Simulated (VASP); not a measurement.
# CsH in VASP: notebook

The runs below take CsH through single point, with LDA.

Program: VASP 6.6.1. These are calculated values, not measurements. Logs are shortened: lines on timing, memory, paths and dates and some standing lists are left out, and cuts for length are marked.

### 1 The cell of the first run

Symmetry: I4/mmm, No. 139, tetragonal system. The conventional cell has a = 4.314 Å, b = 4.314 Å, c = 5.980 Å, α = 90.00°, β = 90.00°, γ = 90.00°. Cs (site symmetry 4/mmm) has 6 H at 2.99 to 3.05 Å within 3.9 Å. H (site symmetry 4/mmm) has 6 Cs at 2.99 to 3.05 Å within 3.9 Å.

### 2 Single point, LDA (uniaxial strain along c: -2.0 %, then relaxed in part)

Input file INCAR:

```
PREC     = Accurate       # precision mode
ENCUT    = 520            # plane-wave cutoff, eV
EDIFF    = 1E-7           # SCF threshold, eV
ISMEAR   = 0              # smearing method
SIGMA    = 0.02           # smearing width, eV
LREAL    = False          # projectors in reciprocal space
LASPH    = True           # aspherical terms in the spheres
NELM     = 80             # most SCF steps
ALGO     = Normal         # electronic algorithm
ISIF     = 2              # what is computed and relaxed
LWAVE    = False          # write WAVECAR
LCHARG   = False          # write CHGCAR
GGA      = CA             # functional
NBANDS   = 18             # bands
```

Input file KPOINTS:

```
regular mesh
0
Gamma
  6 6 6
```

Input file POSCAR:

```
CsH
1.0
    3.0503724923      3.0503724923      0.0000000000
   -3.0503724923      3.0503724923      0.0000000000
    0.0000000000      0.0000000000      5.9801917328
Cs H
2 2
Direct
    0.0000000000      0.0000000000      0.0000000000
    0.5000000000      0.5000000000      0.5000000000
    0.5000000000      0.5000000000      0.0000000000
    0.0000000000      0.0000000000      0.5000000000
```

Potentials or basis: VASP PAW LDA potentials, release 64 (Cs_sv, H).

Run with:

```bash
> cat potpaw_LDA.64/Cs_sv/POTCAR potpaw_LDA.64/H/POTCAR > POTCAR
> mpirun -np 1 vasp_std > vasp.out
```

OUTCAR:

```text
PREC = Accurate
   ENCUT = 520
   EDIFF = 1E-7
   ISMEAR = 0
   LREAL = False
   LASPH = True
   NELM = 80
   ISIF = 2
   GGA = CA

 ion  position               nearest neighbor table
   1  0.000  0.000  0.000-
   2  0.500  0.500  0.500-
   3  0.500  0.500  0.000-
   4  0.000  0.000  0.500-

  LATTYP: Found a simple tetragonal cell.
 ALAT       =     4.3138781489
 C/A-ratio  =     1.3862681157

  Lattice vectors:

 A1 = (   3.0503724923,   3.0503724923,   0.0000000000)
 A2 = (  -3.0503724923,   3.0503724923,   0.0000000000)
 A3 = (   0.0000000000,   0.0000000000,   5.9801917328)

Analysis of symmetry for initial positions (statically):
=====================================================================
 Subroutine PRICEL returns following result:

  LATTYP: Found a body centered tetragonal cell.
 ALAT       =     4.3138781489
 C/A-ratio  =     1.3862681157

  Lattice vectors:

 A1 = (   0.0000000000,  -3.0503724923,  -2.9900958664)
 A2 = (   0.0000000000,   3.0503724923,  -2.9900958664)
 A3 = (   3.0503724923,   0.0000000000,   2.9900958664)

   2 primitive cells build up your supercell.

 Routine SETGRP: Setting up the symmetry group for a
 simple tetragonal supercell.

 Subroutine GETGRP returns: Found 16 space group operations
 (whereof 16 operations were pure point group operations)
 out of a pool of 16 trial point group operations.

The static configuration has the point symmetry D_4h.

Analysis of symmetry for dynamics (positions and initial velocities):
=====================================================================
 Subroutine PRICEL returns following result:

  LATTYP: Found a body centered tetragonal cell.
 ALAT       =     4.3138781489
 C/A-ratio  =     1.3862681157

  Lattice vectors:

 A1 = (   0.0000000000,  -3.0503724923,  -2.9900958664)
 A2 = (   0.0000000000,   3.0503724923,  -2.9900958664)
 A3 = (   3.0503724923,   0.0000000000,   2.9900958664)

   2 primitive cells build up your supercell.

 Routine SETGRP: Setting up the symmetry group for a
 simple tetragonal supercell.

[... 96 lines left out ...]
   ISTART =      0    job   : 0-new  1-cont  2-samecut
   ICHARG =      2    charge: 1-file 2-atom 10-const
   ISPIN  =      1    spin polarized calculation?
   LNONCOLLINEAR =      F non collinear calculations
   LSORBIT =      F    spin-orbit coupling
   LASPH  =      T    aspherical Exc in radial PAW
   ENCUT  =  520.0 eV  38.22 Ry    6.18 a.u.   8.02  8.02 11.12*2*pi/ulx,y,z
   NELM   =     80;   NELMIN=  2; NELMDL= -5     # of ELM steps
   EDIFF  = 0.1E-06   stopping-criterion for ELM
   LREAL  =      F    real-space projection
   EDIFFG = 0.1E-05   stopping-criterion for IOM
   NSW    =      0    number of steps for IOM
   IBRION =     -1    ionic relax: 0-MD 1-quasi-New 2-CG
   NFREE  =      0    steps in history (QN), initial steepest desc. (CG)
   ISIF   =      2    stress and relaxation
   ISYM   =      2    0-nonsym 1-usesym 2-fastsym
   POTIM  = 0.5000    time-step for ionic-motion
   TEBEG  =    0.0;   TEEND  =   0.0 temperature during run
   PSTRESS=    0.0 pullay stress
   NELECT =      20.0000    total number of electrons
   NUPDOWN=      -1.0000    fix difference up-down
   EMIN   =  10.00;   EMAX   =-10.00  energy-range for DOS
   EFERMI =   0.00;   METHOD = LEGACY
   ISMEAR =     0;   SIGMA  =   0.02  broadening in eV -4-tet -1-fermi 0-gaus
   EFERMI_NEDOS =   21; number of points for ismear=-14 and -15
   IALGO  =     38    algorithm
   IMIX   =      4    mixing-type and parameters
     AMIX     =   0.40;   BMIX     =  1.00
     AMIX_MAG =   1.60;   BMIX_MAG =  1.00
  volume/ion in A,a.u.               =      27.82       187.75
  Fermi-wavevector in a.u.,A,eV,Ry     =   0.923849  1.745822 11.612543  0.853498
  Thomas-Fermi vector in A             =   2.049531
   LORBIT       =      0    0 simple, 1 ext, 2 COOP (PROOUT), +10 PAW based schemes
   GGA     = CA    functional components
   LHFCALC =     F    Hartree Fock is set to
   AEXX    =    0.0000 exact exchange contribution
   IVDW    =     0    specifies the selected vdW correction
   LEPSILON=     F    determine dielectric tensor
   LRPA    =     F    only Hartree local field effects (RPA)
 non-spin polarized calculation
 Gauss-broadening in eV      SIGMA  =   0.02
  energy-cutoff  :      520.00
  volume of cell :      111.29
 maximum number of plane-waves:      3040
   NGX = 17   NGY = 17   NGZ = 23

 number of electron      20.0000004 magnetization

 Free energy of the ion-electron system (eV)
  ---------------------------------------------------
  ext. energy  EPLUGINS =         0.00000000
  ---------------------------------------------------
  free energy    TOTEN  =        -9.84044153 eV

  energy without entropy =       -9.84044153  energy(sigma->0) =       -9.84044153

 E-fermi :   1.0213     XC(G=0):  -8.0932

 val. band max:        0.8722069493   @ k =   0.5000   0.0000   0.5000
 cond. band min:       2.5578444205   @ k =   0.5000   0.0000   0.5000
 fundamental gap:      1.6856374713
 Fermi energy:         1.0213421560

 k-point     1 :       0.0000    0.0000    0.0000
  band No.  band energies     occupation
      1     -20.7286      2.00000
      2     -20.5287      2.00000
      3      -8.0823      2.00000
      4      -7.4318      2.00000
      5      -7.4318      2.00000
      6      -6.9833      2.00000
[... 481 lines left out ...]
      5      -7.1708      2.00000
      6      -7.1708      2.00000
[... 10 lines left out ...]
     17       8.1745      0.00000
     18       8.1745      0.00000

 [... further k-points ...]

------------------------ aborting loop because EDIFF is reached ----------------------------------------

  FORCE on cell =-STRESS in cart. coord.  units (eV):
  Direction    XX          YY          ZZ          XY          YZ          ZX
  --------------------------------------------------------------------------------------
  -------------------------------------------------------------------------------------
  Total        0.0435392      0.0435392      0.5569257      0.0000000     -0.0000000      0.0000000
  in kB        0.6268166      0.6268166      8.0178322      0.0000000     -0.0000000      0.0000000
  external PRESSURE =       3.0904884 kB  Pullay stress =       0.0000000 kB

 VOLUME and BASIS-vectors are now :
 -----------------------------------------------------------------------------
  energy-cutoff  :      520.00
  volume of cell :      111.29
      direct lattice vectors                 reciprocal lattice vectors
     3.050372492  3.050372492  0.000000000     0.163914408  0.163914408  0.000000000
    -3.050372492  3.050372492  0.000000000    -0.163914408  0.163914408  0.000000000
     0.000000000  0.000000000  5.980191733     0.000000000  0.000000000  0.167218719

 POSITION                                       TOTAL-FORCE (eV/Angst)
 -----------------------------------------------------------------------------------
      0.00000      0.00000      0.00000        -0.000000     -0.000000     -0.000000
      0.00000      3.05037      2.99010         0.000000     -0.000000      0.000000
      0.00000      3.05037      0.00000        -0.000000      0.000000     -0.000000
      0.00000      0.00000      2.99010        -0.000000      0.000000     -0.000000
 -----------------------------------------------------------------------------------
    total drift:                               -0.000000      0.000000     -0.000000

  FREE ENERGIE OF THE ION-ELECTRON SYSTEM (eV)
  ---------------------------------------------------
  free  energy   TOTEN  =        -9.8404415315 eV

  energy  without entropy=       -9.8404415315  energy(sigma->0) =       -9.84044153
```

OSZICAR:

```text
N       E                     dE             d eps       ncg     rms          rms(c)
DAV:   1     0.106492966202E+03    0.10649E+03   -0.81910E+03  1440   0.929E+02
DAV:   2    -0.216821820209E+01   -0.10866E+03   -0.10425E+03  1824   0.155E+02
DAV:   3    -0.114397923404E+02   -0.92716E+01   -0.92509E+01  1860   0.508E+01
DAV:   4    -0.115257729389E+02   -0.85981E-01   -0.85965E-01  1766   0.568E+00
DAV:   5    -0.115262526231E+02   -0.47968E-03   -0.47966E-03  1862   0.424E-01    0.519E+00
DAV:   6    -0.101409627317E+02    0.13853E+01   -0.15272E+00  1534   0.407E+00    0.221E+00
DAV:   7    -0.983135831548E+01    0.30960E+00   -0.17020E+00  1600   0.364E+00    0.857E-01
DAV:   8    -0.985732572888E+01   -0.25967E-01   -0.17173E-01  1524   0.155E+00    0.535E-01
DAV:   9    -0.984013320113E+01    0.17193E-01   -0.42107E-02  1594   0.655E-01    0.797E-02
DAV:  10    -0.984051303558E+01   -0.37983E-03   -0.56982E-03  1666   0.238E-01    0.594E-02
DAV:  11    -0.984046689805E+01    0.46138E-04   -0.14209E-04  1648   0.469E-02    0.223E-02
DAV:  12    -0.984044101647E+01    0.25882E-04   -0.13674E-04  1582   0.340E-02    0.212E-03
DAV:  13    -0.984044162171E+01   -0.60524E-06   -0.66199E-06  1620   0.966E-03    0.179E-03
DAV:  14    -0.984044173181E+01   -0.11010E-06   -0.15889E-07  1346   0.125E-03    0.207E-03
DAV:  15    -0.984044152626E+01    0.20555E-06   -0.67170E-07  1240   0.255E-03    0.134E-04
DAV:  16    -0.984044153148E+01   -0.52225E-08   -0.58499E-08   958   0.110E-03
   1 F= -.98404415E+01 E0= -.98404415E+01  d E =-.148548E-27
```

stdout:

```text
POSCAR found type information on POSCAR CsH
 POSCAR found :  2 types and       4 ions
 scaLAPACK will be used
 LDA part: xc-table for (Slater(with rela. corr.)+CA(PZ))
 , standard interpolation
 POSCAR, INCAR and KPOINTS ok, starting setup
 FFT: planning ... GRIDC
 FFT: planning ... GRID_SOFT
 FFT: planning ... GRID
 WAVECAR not read
 entering main loop
```

It took 1.8 min on 1 thread of Intel Xeon 8259CL, shared host; peak memory 0.22 GiB.

What came out:

* Free energy: -9.8404 eV
* Pressure: 0.3 GPa
* Band gap on the k mesh: 1.69 eV

Stress tensor (GPa, compression positive):
```
0.06 0.00 0.00
0.00 0.06 0.00
0.00 0.00 0.80
```

Levels at points of the mesh, in eV from the valence-band top:
```
           k point  band 7  band 8  band 9  band 10  band 11  band 12  band 13  band 14
(0.00, 0.00, 0.00)   -7.86   -7.84   -2.23    -1.73     2.43     4.88     4.88     4.99
(0.50, 0.00, 0.00)   -8.02   -8.02   -0.64    -0.64     2.85     2.85     3.90     3.90
(0.50, 0.50, 0.00)   -8.25   -8.25   -1.73    -1.73     2.49     2.49     5.85     5.85
(0.00, 0.00, 0.50)   -8.09   -8.09   -1.25    -1.25     3.33     3.33     4.26     4.26
(0.50, 0.00, 0.50)   -7.97   -7.97    0.00     0.00     1.69     1.69     4.34     4.34
(0.50, 0.50, 0.50)   -8.37   -8.37   -1.03    -1.03     3.91     3.91     3.91     3.91
```

Caveat: the cell differs from its parent crystal (uniaxial strain along c: -2.0 %, then relaxed in part); spin-orbit coupling is left out, which moves the levels of the heavy elements.

### 3 Single point, LDA

Input file INCAR:

```
SYSTEM = CsH
PREC = Accurate
ENCUT = 520
EDIFF = 1E-6
ISMEAR = 0
SIGMA = 0.02
LREAL = .FALSE.
LASPH = .TRUE.
NELM = 60
ALGO = Normal
ISIF = 2
LWAVE = .FALSE.
LCHARG = .FALSE.
GGA = CA
NBANDS = 18
```

Input file KPOINTS:

```
Automatic mesh
0
G
  6 6 6
  0 0 0
```

POSCAR is that of step 2.

Potentials or basis: VASP PAW LDA potentials, release 64 (Cs_sv, H).

Run with:

```bash
> cat potpaw_LDA.64/Cs_sv/POTCAR potpaw_LDA.64/H/POTCAR > POTCAR
> mpirun -np 1 vasp_std > vasp.out
```

Run time: 66 s. Hardware: 1 thread of Intel Xeon 8259CL, shared host; peak memory 0.22 GiB.

Results (log left out):

| Item | Value |
| --- | --- |
| Free energy | -9.8404 eV |
| Pressure | 0.3 GPa |
| Band gap on the k mesh | 1.69 eV |

Stress tensor (GPa, compression positive):
```
0.06 0.00 0.00
0.00 0.06 0.00
0.00 0.00 0.80
```

Levels at points of the mesh, in eV from the valence-band top:
| k point | band 7 | band 8 | band 9 | band 10 | band 11 | band 12 | band 13 | band 14 |
| --- | --- | --- | --- | --- | --- | --- | --- | --- |
| (0.00, 0.00, 0.00) | -7.86 | -7.84 | -2.23 | -1.73 | 2.43 | 4.88 | 4.88 | 4.99 |
| (0.50, 0.00, 0.00) | -8.02 | -8.02 | -0.64 | -0.64 | 2.85 | 2.85 | 3.90 | 3.90 |
| (0.50, 0.50, 0.00) | -8.25 | -8.25 | -1.73 | -1.73 | 2.49 | 2.49 | 5.85 | 5.85 |
| (0.00, 0.00, 0.50) | -8.09 | -8.09 | -1.25 | -1.25 | 3.33 | 3.33 | 4.26 | 4.26 |
| (0.50, 0.00, 0.50) | -7.97 | -7.97 | 0.00 | 0.00 | 1.69 | 1.69 | 4.34 | 4.34 |
| (0.50, 0.50, 0.50) | -8.37 | -8.37 | -1.03 | -1.03 | 3.91 | 3.91 | 3.91 | 3.91 |

Caveat: spin-orbit coupling is left out, which moves the levels of the heavy elements. A k mesh can miss the band edges.

### 4 Single point, LDA (uniaxial strain along c: -2.0 %)

INCAR: that of step 3 with these lines changed.

```diff
@@ -3,3 +3,3 @@
 ENCUT = 520
-EDIFF = 1E-6
+EDIFF = 1E-7
 ISMEAR = 0
@@ -8,3 +8,3 @@
 LASPH = .TRUE.
-NELM = 60
+NELM = 80
 ALGO = Normal
```

Input file KPOINTS:

```
regular mesh
0
G
  6 6 6
  0 0 0
```

POSCAR: that of step 3 with these lines changed.

```diff
@@ -2,4 +2,4 @@
 1.0
-    3.0503724923      3.0503724923      0.0000000000
-   -3.0503724923      3.0503724923      0.0000000000
+    3.0663738222      3.0663738222      0.0000000000
+   -3.0663738222      3.0663738222      0.0000000000
     0.0000000000      0.0000000000      5.9801917328
```

Run with:

```bash
> cat potpaw_LDA.64/Cs_sv/POTCAR potpaw_LDA.64/H/POTCAR > POTCAR
> mpirun -np 1 vasp_std > vasp.out
```

Wall time 1.8 min (1 thread of Intel Xeon 8259CL, shared host); peak memory 0.22 GiB.

The run converged. Its results:

```yaml
Free_energy: -9.8405 eV
Pressure: 0.2 GPa
Band_gap_on_the_k_mesh: 1.70 eV
```

Stress tensor (GPa, compression positive):
```
-0.12  0.00  0.00
 0.00 -0.12  0.00
 0.00  0.00  0.78
```

Levels at points of the mesh, in eV from the valence-band top:
```tsv
k point	band 7	band 8	band 9	band 10	band 11	band 12	band 13	band 14
(0.00, 0.00, 0.00)	-7.86	-7.84	-2.20	-1.70	2.44	4.87	4.87	5.01
(0.50, 0.00, 0.00)	-8.02	-8.02	-0.65	-0.65	2.85	2.85	3.92	3.92
(0.50, 0.50, 0.00)	-8.23	-8.23	-1.69	-1.69	2.53	2.53	5.79	5.79
(0.00, 0.00, 0.50)	-8.09	-8.09	-1.22	-1.22	3.35	3.35	4.27	4.27
(0.50, 0.00, 0.50)	-7.96	-7.96	0.00	0.00	1.70	1.70	4.33	4.33
(0.50, 0.50, 0.50)	-8.36	-8.36	-1.00	-1.00	3.91	3.91	3.91	3.91
```

Caveat: the cell differs from its parent crystal (uniaxial strain along c: -2.0 %); spin-orbit coupling is left out, which moves the levels of the heavy elements. A k mesh can miss the band edges.

[end of part 1 of 2]
